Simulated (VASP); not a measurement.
Crystal: Re.

```
Re
1.0
     2.77489    0.00000    0.00000
    -1.38744    2.40312    0.00000
     0.00000    0.00000    4.48413
Re
2
Direct
  0.33333 0.66667 0.25000
  0.66667 0.33333 0.75000
```

```yaml
Program: VASP 6.6.1
Task: relaxation of cell and atoms
Functional: LDA
Potentials_or_basis: VASP PAW LDA potentials, release 64 (Re)
Cutoff: 600 eV
k_mesh: 18 × 18 × 10
Occupations: gaussian, width 0.1 eV
Spin: no spin polarisation
```

At the start: pressure -14.5 GPa; volume 14.95 Å³/atom.

How do energy, volume and symmetry change on relaxing?

Over 11 steps the energy falls by 26.4 meV/atom and the volume is 14.39 Å³/atom (-3.8 %); space group P6_3/mmc (No. 194, to 0.05 Å).

The path:
| step | energy change (eV) | largest force (eV/Å) | pressure (GPa) | volume (Å³) |
| --- | --- | --- | --- | --- |
| 1 | 0.0000 | 0.0000 | -14.50 | 29.90 |
| 2 | 1.0871 | 0.0000 | 96.95 | 24.42 |
| 3 | -0.0524 | 0.0000 | -1.22 | 28.86 |
| 4 | -0.0527 | 0.0000 | -0.24 | 28.80 |
| 5 | -0.0527 | 0.0000 | 0.07 | 28.77 |
| 6 | -0.0527 | 0.0000 | 0.06 | 28.77 |
| 7 | -0.0527 | 0.0000 | 0.06 | 28.77 |
| 8 | -0.0527 | 0.0000 | 0.06 | 28.77 |
| 9 | -0.0527 | 0.0000 | -0.19 | 28.79 |
| 10 | -0.0527 | 0.0000 | -0.04 | 28.78 |
| 11 | -0.0527 | 0.0000 | 0.03 | 28.78 |

Final structure:
```
Re
1.0
     2.74140    0.00000    0.00000
    -1.37070    2.37412    0.00000
     0.00000    0.00000    4.42141
Re
2
Direct
  0.33333 0.66667 0.25000
  0.66667 0.33333 0.75000
```
